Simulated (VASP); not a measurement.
# AgI (P6_3mc) in VASP: further runs

The runs below take AgI through single point, with PBE.

All numbers are computed with VASP 6.6.1; they aren't measurements. Logs are shortened: lines on timing, memory, paths and dates and some standing lists are left out, and cuts for length are marked.

## 1. The cell of the first run

It takes space group P6_3mc (No. 186, hexagonal). Conventional cell: a = 4.490 Å, b = 4.490 Å, c = 7.345 Å, α = 90.00°, β = 90.00°, γ = 120.00°. Within 3.6 Å of Ag (site symmetry 3m) lie 4 I at 2.75 Å. I (site symmetry 3m) has 4 Ag at 2.75 Å within 3.6 Å.

## 2. Single point, PBE (32.06 Å³/atom)

Input file INCAR:

```
PREC     = Accurate       # precision mode
ENCUT    = 500            # plane-wave cutoff, eV
EDIFF    = 1E-6           # SCF threshold, eV
ISMEAR   = 0              # smearing method
SIGMA    = 0.02           # smearing width, eV
LREAL    = False          # projectors in reciprocal space
LASPH    = True           # aspherical terms in the spheres
NELM     = 120            # most SCF steps
ALGO     = Normal         # electronic algorithm
ISIF     = 2              # what is computed and relaxed
LWAVE    = False          # write WAVECAR
LCHARG   = False          # write CHGCAR
GGA      = PE             # functional
NBANDS   = 26             # bands
GGA_COMPAT= False
```

Input file KPOINTS:

```
regular mesh
0
Gamma
  6 6 4
```

Input file POSCAR:

```
AgI
1.0
    4.4903882065      0.0000000000      0.0000000000
   -2.2451941033      3.8887902597      0.0000000000
    0.0000000000      0.0000000000      7.3447221942
Ag I
2 2
Direct
    0.6666666667      0.3333333333      0.6276573162
    0.3333333333      0.6666666667      0.1276573162
    0.6666666667      0.3333333333      0.0023426838
    0.3333333333      0.6666666667      0.5023426838
```

Potentials or basis: VASP PAW PBE potentials, release 64 (Ag, I).

On the command line:

```bash
cat potpaw_PBE.64/Ag/POTCAR potpaw_PBE.64/I/POTCAR > POTCAR
mpirun -np 1 vasp_std > vasp.out
```

OUTCAR:

```text
PREC = Accurate
   ENCUT = 500
   EDIFF = 1E-6
   ISMEAR = 0
   LREAL = False
   LASPH = True
   NELM = 120
   ISIF = 2
   GGA = PE

 ion  position               nearest neighbor table
   1  0.667  0.333  0.628-   4 2.75   4 2.75   4 2.75   3 2.75
   2  0.333  0.667  0.128-   3 2.75   3 2.75   3 2.75   4 2.75
   3  0.667  0.333  0.002-   2 2.75   2 2.75   2 2.75   1 2.75
   4  0.333  0.667  0.502-   1 2.75   1 2.75   1 2.75   2 2.75

  LATTYP: Found a hexagonal cell.
 ALAT       =     4.4903882065
 C/A-ratio  =     1.6356541698

  Lattice vectors:

 A1 = (   4.4903882065,   0.0000000000,   0.0000000000)
 A2 = (  -2.2451941033,   3.8887902597,   0.0000000000)
 A3 = (   0.0000000000,   0.0000000000,   7.3447221942)

Analysis of symmetry for initial positions (statically):
=====================================================================
 Subroutine PRICEL returns:
 Original cell was already a primitive cell.

 Routine SETGRP: Setting up the symmetry group for a
 hexagonal supercell.

 Subroutine GETGRP returns: Found 12 space group operations
 (whereof  6 operations were pure point group operations)
 out of a pool of 24 trial point group operations.

The static configuration has the point symmetry C_3v.
 The point group associated with its full space group is C_6v.

Analysis of symmetry for dynamics (positions and initial velocities):
=====================================================================
 Subroutine PRICEL returns:
 Original cell was already a primitive cell.

 Routine SETGRP: Setting up the symmetry group for a
 hexagonal supercell.

 Subroutine GETGRP returns: Found 12 space group operations
 (whereof  6 operations were pure point group operations)
 out of a pool of 24 trial point group operations.

The dynamic configuration has the point symmetry C_3v.
 The point group associated with its full space group is C_6v.

 Subroutine INISYM returns: Found 12 space group operations
 (whereof  6 operations are pure point group operations),
 and found     1 'primitive' translations

----------------------------------------------------------------------------------------

                                     Primitive cell

  volume of cell :     128.2548

  direct lattice vectors                    reciprocal lattice vectors
     4.490388206  0.000000000  0.000000000     0.222697895  0.128574689  0.000000000
    -2.245194103  3.888790260  0.000000000     0.000000000  0.257149379  0.000000000
     0.000000000  0.000000000  7.344722194     0.000000000  0.000000000  0.136152188

[... 84 lines left out ...]
   LREAL  =      F    real-space projection
   EDIFFG = 0.1E-04   stopping-criterion for IOM
   NSW    =      0    number of steps for IOM
   IBRION =     -1    ionic relax: 0-MD 1-quasi-New 2-CG
   NFREE  =      0    steps in history (QN), initial steepest desc. (CG)
   ISIF   =      2    stress and relaxation
   ISYM   =      2    0-nonsym 1-usesym 2-fastsym
   POTIM  = 0.5000    time-step for ionic-motion
   TEBEG  =    0.0;   TEEND  =   0.0 temperature during run
   PSTRESS=    0.0 pullay stress
   NELECT =      36.0000    total number of electrons
   NUPDOWN=      -1.0000    fix difference up-down
   EMIN   =  10.00;   EMAX   =-10.00  energy-range for DOS
   EFERMI =   0.00;   METHOD = LEGACY
   ISMEAR =     0;   SIGMA  =   0.02  broadening in eV -4-tet -1-fermi 0-gaus
   EFERMI_NEDOS =   21; number of points for ismear=-14 and -15
   IALGO  =     38    algorithm
   IMIX   =      4    mixing-type and parameters
     AMIX     =   0.40;   BMIX     =  1.00
     AMIX_MAG =   1.60;   BMIX_MAG =  1.00
  volume/ion in A,a.u.               =      32.06       216.38
  Fermi-wavevector in a.u.,A,eV,Ry     =   1.071892  2.025582 15.632450  1.148953
  Thomas-Fermi vector in A             =   2.207646
   LORBIT       =      0    0 simple, 1 ext, 2 COOP (PROOUT), +10 PAW based schemes
   GGA     = PE    functional components
   LHFCALC =     F    Hartree Fock is set to
   AEXX    =    0.0000 exact exchange contribution
   IVDW    =     0    specifies the selected vdW correction
   LEPSILON=     F    determine dielectric tensor
   LRPA    =     F    only Hartree local field effects (RPA)
 non-spin polarized calculation
 Gauss-broadening in eV      SIGMA  =   0.02
  energy-cutoff  :      500.00
  volume of cell :      128.25
 maximum number of plane-waves:      3285
 NGX is ok and might be reduce to    36
   NGX = 17   NGY = 17   NGZ = 27

 number of electron      35.9999993 magnetization

 Free energy of the ion-electron system (eV)
  ---------------------------------------------------
  ext. energy  EPLUGINS =         0.00000000
  ---------------------------------------------------
  free energy    TOTEN  =        -9.36492619 eV

  energy without entropy =       -9.36492619  energy(sigma->0) =       -9.36492619

 E-fermi :   4.0338     XC(G=0):  -8.7345

 val. band max:        3.9002366715   @ k =   0.0000   0.0000   0.0000
 cond. band min:       5.2786426465   @ k =   0.0000   0.0000   0.0000
 fundamental gap:      1.3784059750
 Fermi energy:         4.0337710005

 k-point     1 :       0.0000    0.0000    0.0000
  band No.  band energies     occupation
      1      -9.2936      2.00000
      2      -8.9423      2.00000
      3      -0.7210      2.00000
      4      -0.7149      2.00000
      5      -0.7149      2.00000
      6      -0.6859      2.00000
[... 598 lines left out ...]
     25      12.0638      0.00000
     26      12.0638      0.00000

------------------------ aborting loop because EDIFF is reached ----------------------------------------

  FORCE on cell =-STRESS in cart. coord.  units (eV):
  Direction    XX          YY          ZZ          XY          YZ          ZX
  --------------------------------------------------------------------------------------
  -------------------------------------------------------------------------------------
  Total        3.6309851      3.6309851      3.6834300     -0.0000000      0.0000000     -0.0000000
  in kB       45.3587703     45.3587703     46.0139186     -0.0000000      0.0000000     -0.0000000
  external PRESSURE =      45.5771531 kB  Pullay stress =       0.0000000 kB

 VOLUME and BASIS-vectors are now :
 -----------------------------------------------------------------------------
  energy-cutoff  :      500.00
  volume of cell :      128.25
      direct lattice vectors                 reciprocal lattice vectors
     4.490388206  0.000000000  0.000000000     0.222697895  0.128574689  0.000000000
    -2.245194103  3.888790260  0.000000000     0.000000000  0.257149379  0.000000000
     0.000000000  0.000000000  7.344722194     0.000000000  0.000000000  0.136152188

 POSITION                                       TOTAL-FORCE (eV/Angst)
 -----------------------------------------------------------------------------------
      2.24519      1.29626      4.60997        -0.000000      0.000000      0.006631
     -0.00000      2.59253      0.93761         0.000000      0.000000      0.006631
      2.24519      1.29626      0.01721         0.000000     -0.000000     -0.006631
     -0.00000      2.59253      3.68957         0.000000      0.000000     -0.006631
 -----------------------------------------------------------------------------------
    total drift:                               -0.000000     -0.000000      0.000356

  FREE ENERGIE OF THE ION-ELECTRON SYSTEM (eV)
  ---------------------------------------------------
  free  energy   TOTEN  =        -9.3649261899 eV

  energy  without entropy=       -9.3649261899  energy(sigma->0) =       -9.36492619
```

stdout:

```text
POSCAR found type information on POSCAR AgI
 POSCAR found :  2 types and       4 ions
 scaLAPACK will be used
 LDA part: xc-table for (Slater+PW92), standard interpolation
 POSCAR, INCAR and KPOINTS ok, starting setup
 FFT: planning ... GRIDC
 FFT: planning ... GRID_SOFT
 FFT: planning ... GRID
 WAVECAR not read
 entering main loop
```

It took 32 s on 1 thread of Intel Xeon 6975P-C (Granite Rapids), shared host; peak memory 0.27 GiB.

Results:

| Item | Value |
| --- | --- |
| Free energy | -9.3649 eV |
| Pressure | 4.6 GPa |
| Largest force | 0.007 eV/Å |
| Band gap on the k mesh | 1.38 eV |

Forces in eV/Å, atoms in the order of the input:
```
Ag   0.000  0.000  0.007
Ag   0.000  0.000  0.007
I    0.000  0.000 -0.007
I    0.000  0.000 -0.007
```

Caveat: the cell stands under pressure; spin-orbit coupling is left out, which moves the levels of the heavy elements.

## 3. Single point, PBE (33.16 Å³/atom)

This run uses another cell than the first one, of 33.16 Å³/atom.

Input file INCAR:

```
PREC     = Accurate       # precision mode
ENCUT    = 500            # plane-wave cutoff, eV
EDIFF    = 1E-6           # SCF threshold, eV
ISMEAR   = 0              # smearing method
SIGMA    = 0.02           # smearing width, eV
LREAL    = F              # projectors in reciprocal space
LASPH    = T              # aspherical terms in the spheres
NELM     = 120            # most SCF steps
ALGO     = Normal         # electronic algorithm
ISIF     = 2              # what is computed and relaxed
LWAVE    = F              # write WAVECAR
LCHARG   = T              # write CHGCAR
GGA      = PE             # functional
LELF     = T              # ELF
LVHAR    = T            
NBANDS   = 26             # bands
GGA_COMPAT= F
```

Input file KPOINTS:

```
Automatic mesh
0
Gamma
  6 6 4
```

Input file POSCAR:

```
AgI
1.0
    4.5408462299      0.0000000000      0.0000000000
   -2.2704231150      3.9324881898      0.0000000000
    0.0000000000      0.0000000000      7.4272540706
Ag I
2 2
Direct
    0.6666666667      0.3333333333      0.6276573162
    0.3333333333      0.6666666667      0.1276573162
    0.6666666667      0.3333333333      0.0023426838
    0.3333333333      0.6666666667      0.5023426838
```

Potentials or basis: VASP PAW PBE potentials, release 64 (Ag, I).

On the command line:

```bash
cat potpaw_PBE.64/Ag/POTCAR potpaw_PBE.64/I/POTCAR > POTCAR
mpirun -np 1 vasp_std > vasp.out
```

Run time: 33 s. Hardware: 1 thread of Intel Xeon 6975P-C (Granite Rapids), shared host; peak memory 0.27 GiB.

It converged, with:

```
Free energy            : -9.4686 eV
Pressure               : 3.1 GPa
Largest force          : 0.004 eV/Å
Band gap on the k mesh : 1.37 eV
```

Forces on the atoms (eV/Å):
```
Ag   0.000  0.000  0.004
Ag   0.000  0.000  0.004
I    0.000  0.000 -0.004
I    0.000  0.000 -0.004
```

Levels at points of the mesh, in eV from the valence-band top:
| k point | band 16 | band 17 | band 18 | band 19 | band 20 | band 21 |
| --- | --- | --- | --- | --- | --- | --- |
| (0.00, 0.00, 0.00) | -0.07 | 0.00 | 0.00 | 1.37 | 2.61 | 5.69 |
| (0.50, 0.00, 0.00) | -1.90 | -1.11 | -0.76 | 3.35 | 3.54 | 4.76 |
| (0.00, 0.00, 0.50) | -0.40 | -0.40 | -0.40 | 2.67 | 2.67 | 5.63 |
| (0.50, 0.00, 0.50) | -1.33 | -1.32 | -1.32 | 3.23 | 3.23 | 4.82 |

Caveat: the cell stands under pressure; spin-orbit coupling is left out, which moves the levels of the heavy elements.

(Part 1 of 2 ends here.)
